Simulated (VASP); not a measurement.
# OH2 in VASP: single point with PBE

Aim: the single point of OH2 with PBE.

Program: VASP 6.6.1. These are calculated values, not measurements. Logs are shortened: lines on timing, memory, paths and dates and some standing lists are left out, and cuts for length are marked.

**1. The cell of the first run**

The cell holds a molecule in a box, 3 atoms: a = 15.000 Å, b = 15.500 Å, c = 16.000 Å, α = 90.00°, β = 90.00°, γ = 90.00°.

**2. Single point, PBE**

The input, INCAR:

```
SYSTEM = H2O
  ALGO = Normal
  EDIFF = 1E-6
  ENCUT = 520
  GGA = PE
  ISIF = 2
  ISMEAR = 0
  ISYM = 0
  LASPH = .TRUE.
  LCHARG = .FALSE.
  LREAL = .FALSE.
  LWAVE = .FALSE.
  NBANDS = 11
  NELM = 60
  PREC = Accurate
  SIGMA = 0.005
```

The input, KPOINTS:

```
k-points
0
G
  1 1 1
  0 0 0
```

The input, POSCAR:

```
H2O
1.0
   15.0000000000      0.0000000000      0.0000000000
    0.0000000000     15.5000000000      0.0000000000
    0.0000000000      0.0000000000     16.0000000000
O H
1 2
Direct
    0.5000921038      0.4799344645      0.4844984690
    0.5508548988      0.5114516417      0.5062921511
    0.4490529973      0.5086138938      0.5092093798
```

Potentials or basis: VASP PAW PBE potentials, release 64 (O, H).

Started as:

```bash
cat potpaw_PBE.64/O/POTCAR potpaw_PBE.64/H/POTCAR > POTCAR
mpirun -np 1 vasp_gam > vasp.out
```

OUTCAR:

```text
SYSTEM = H2O
   EDIFF = 1E-6
   ENCUT = 520
   GGA = PE
   ISIF = 2
   ISMEAR = 0
   ISYM = 0
   LASPH = .TRUE.
   LREAL = .FALSE.
   NELM = 60
   PREC = Accurate

 ion  position               nearest neighbor table
   1  0.500  0.480  0.484-   2 0.97   3 0.97
   2  0.551  0.511  0.506-   1 0.97
   3  0.449  0.509  0.509-   1 0.97

IMPORTANT INFORMATION: All symmetrisations will be switched off!
NOSYMM: (Re-)initialisation of all symmetry stuff for point group C_1.

----------------------------------------------------------------------------------------

                                     Primitive cell

  volume of cell :    3720.0000

  direct lattice vectors                    reciprocal lattice vectors
    15.000000000  0.000000000  0.000000000     0.066666667  0.000000000  0.000000000
     0.000000000 15.500000000  0.000000000     0.000000000  0.064516129  0.000000000
     0.000000000  0.000000000 16.000000000     0.000000000  0.000000000  0.062500000

  length of vectors
    15.000000000 15.500000000 16.000000000     0.066666667  0.064516129  0.062500000

  position of ions in fractional coordinates (direct lattice)
     0.500092104  0.479934464  0.484498469
     0.550854899  0.511451642  0.506292151
     0.449052997  0.508613894  0.509209380

  ion indices of the primitive-cell ions
   primitive index   ion index
                 1           1
                 2           2
                 3           3

----------------------------------------------------------------------------------------

 KPOINTS: k-points

Automatic generation of k-mesh.
 Grid dimensions read from file:
 generate k-points for:    1    1    1

 Generating k-lattice:

  Cartesian coordinates                     Fractional coordinates (reciprocal lattice)
     0.066666667  0.000000000  0.000000000     1.000000000  0.000000000  0.000000000
     0.000000000  0.064516129  0.000000000     0.000000000  1.000000000  0.000000000
     0.000000000  0.000000000  0.062500000     0.000000000  0.000000000  1.000000000

  Length of vectors
     0.066666667  0.064516129  0.062500000

  Shift w.r.t. Gamma in fractional coordinates (k-lattice)
     0.000000000  0.000000000  0.000000000

 Subroutine IBZKPT returns following result:
 ===========================================

 Found      1 irreducible k-points:

 Following reciprocal coordinates:
            Coordinates               Weight
  0.000000  0.000000  0.000000      1.000000
   k-points           NKPTS =      1   k-points in BZ     NKDIM =      1   number of bands    NBANDS=     11
   number of dos      NEDOS =    301   number of ions     NIONS =      3
   total plane-waves  NPLWV = ******
   dimension x,y,z NGX =   112 NGY =  120 NGZ =  120
   dimension x,y,z NGXF=   224 NGYF=  240 NGZF=  240
   ions per type =               1   2
   NGX,Y,Z   is equivalent  to a cutoff of  12.41, 12.87, 12.47 a.u.
   NGXF,Y,Z  is equivalent  to a cutoff of  24.83, 25.74, 24.94 a.u.
 SYSTEM =  H2O
   PREC   = accura    normal or accurate (medium, high low for compatibility)
   ISTART =      0    job   : 0-new  1-cont  2-samecut
   ICHARG =      2    charge: 1-file 2-atom 10-const
   ISPIN  =      1    spin polarized calculation?
   LNONCOLLINEAR =      F non collinear calculations
   LSORBIT =      F    spin-orbit coupling
   LASPH  =      T    aspherical Exc in radial PAW
   ENCUT  =  520.0 eV  38.22 Ry    6.18 a.u.  27.89 28.82 29.75*2*pi/ulx,y,z
   NELM   =     60;   NELMIN=  2; NELMDL= -5     # of ELM steps
   EDIFF  = 0.1E-05   stopping-criterion for ELM
   LREAL  =      F    real-space projection
   EDIFFG = 0.1E-04   stopping-criterion for IOM
   NSW    =      0    number of steps for IOM
   IBRION =     -1    ionic relax: 0-MD 1-quasi-New 2-CG
   NFREE  =      0    steps in history (QN), initial steepest desc. (CG)
   ISIF   =      2    stress and relaxation
   ISYM   =      0    0-nonsym 1-usesym 2-fastsym
   POTIM  = 0.5000    time-step for ionic-motion
   TEBEG  =    0.0;   TEEND  =   0.0 temperature during run
   PSTRESS=    0.0 pullay stress
   NELECT =       8.0000    total number of electrons
   NUPDOWN=      -1.0000    fix difference up-down
   EMIN   =  10.00;   EMAX   =-10.00  energy-range for DOS
   EFERMI =   0.00;   METHOD = LEGACY
   ISMEAR =     0;   SIGMA  =   0.01  broadening in eV -4-tet -1-fermi 0-gaus
   EFERMI_NEDOS =   21; number of points for ismear=-14 and -15
   IALGO  =     38    algorithm
   IMIX   =      4    mixing-type and parameters
     AMIX     =   0.40;   BMIX     =  1.00
     AMIX_MAG =   1.60;   BMIX_MAG =  1.00
  volume/ion in A,a.u.               =    1240.00      8367.93
  Fermi-wavevector in a.u.,A,eV,Ry     =   0.211312  0.399321  0.607537  0.044653
  Thomas-Fermi vector in A             =   0.980203
   LORBIT       =      0    0 simple, 1 ext, 2 COOP (PROOUT), +10 PAW based schemes
   GGA     = PE    functional components
   LHFCALC =     F    Hartree Fock is set to
   AEXX    =    0.0000 exact exchange contribution
   IVDW    =     0    specifies the selected vdW correction
   LEPSILON=     F    determine dielectric tensor
   LRPA    =     F    only Hartree local field effects (RPA)
 non-spin polarized calculation
 Gauss-broadening in eV      SIGMA  =   0.01
  energy-cutoff  :      520.00
  volume of cell :     3720.00
 maximum number of plane-waves:     50071
 NGX is ok and might be reduce to   112
   NGX = 55   NGY = 57   NGZ = 59

 number of electron       8.0000000 magnetization

 Free energy of the ion-electron system (eV)
  ---------------------------------------------------
  ext. energy  EPLUGINS =         0.00000000
  ---------------------------------------------------
  free energy    TOTEN  =       -14.23159998 eV

  energy without entropy =      -14.23159998  energy(sigma->0) =      -14.23159998

 E-fermi :  -7.1554     XC(G=0):  -0.1637

 val. band max:       -7.1967134882   @ k =   0.0000   0.0000   0.0000
 cond. band min:      -0.9638444641   @ k =   0.0000   0.0000   0.0000
 fundamental gap:      6.2328690241
 Fermi energy:        -7.1553586005

 k-point     1 :       0.0000    0.0000    0.0000
  band No.  band energies     occupation
      1     -25.3033      2.00000
      2     -13.0631      2.00000
      3      -9.2712      2.00000
      4      -7.1967      2.00000
      5      -0.9638      0.00000
      6       0.0944      0.00000
      7       0.3683      0.00000
      8       0.4784      0.00000
      9       0.5242      0.00000
     10       0.5954      0.00000
     11       0.6285      0.00000

------------------------ aborting loop because EDIFF is reached ----------------------------------------

  FORCE on cell =-STRESS in cart. coord.  units (eV):
  Direction    XX          YY          ZZ          XY          YZ          ZX
  --------------------------------------------------------------------------------------
  -------------------------------------------------------------------------------------
  Total        0.1351520     -0.0313646     -0.0416275      0.0056269      0.0253621     -0.0059136
  in kB        0.0582090     -0.0135085     -0.0179287      0.0024235      0.0109233     -0.0025470
  external PRESSURE =       0.0089239 kB  Pullay stress =       0.0000000 kB

 VOLUME and BASIS-vectors are now :
 -----------------------------------------------------------------------------
  energy-cutoff  :      520.00
  volume of cell :     3720.00
      direct lattice vectors                 reciprocal lattice vectors
    15.000000000  0.000000000  0.000000000     0.066666667  0.000000000  0.000000000
     0.000000000 15.500000000  0.000000000     0.000000000  0.064516129  0.000000000
     0.000000000  0.000000000 16.000000000     0.000000000  0.000000000  0.062500000

 POSITION                                       TOTAL-FORCE (eV/Angst)
 -----------------------------------------------------------------------------------
      7.50138      7.43898      7.75198        -0.000021     -0.066332     -0.051905
      8.26282      7.92750      8.10067         0.125048      0.036859      0.022161
      6.73579      7.88352      8.14735        -0.125027      0.029474      0.029743
 -----------------------------------------------------------------------------------
    total drift:                                0.000044     -0.000513      0.000790

  FREE ENERGIE OF THE ION-ELECTRON SYSTEM (eV)
  ---------------------------------------------------
  free  energy   TOTEN  =       -14.2315999777 eV

  energy  without entropy=      -14.2315999777  energy(sigma->0) =      -14.23159998
```

It took 4 min on 1 thread of Intel Xeon Platinum 8124M at 3.00GHz (Skylake/Cascade Lake), shared host; peak memory 2.1 GiB.

Results:

```
Free energy                     : -14.2316 eV
Largest force                   : 0.132 eV/Å
Gap between the frontier levels : 6.23 eV
```

Forces in eV/Å, atoms in the order of the input:
```
O    0.000 -0.066 -0.052
H    0.125  0.037  0.022
H   -0.125  0.029  0.030
```

Levels at points of the mesh, in eV from the valence-band top:
| k point | band 1 | band 2 | band 3 | band 4 | band 5 | band 6 | band 7 | band 8 |
| --- | --- | --- | --- | --- | --- | --- | --- | --- |
| (0.00, 0.00, 0.00) | -18.11 | -5.87 | -2.07 | 0.00 | 6.23 | 7.29 | 7.56 | 7.68 |
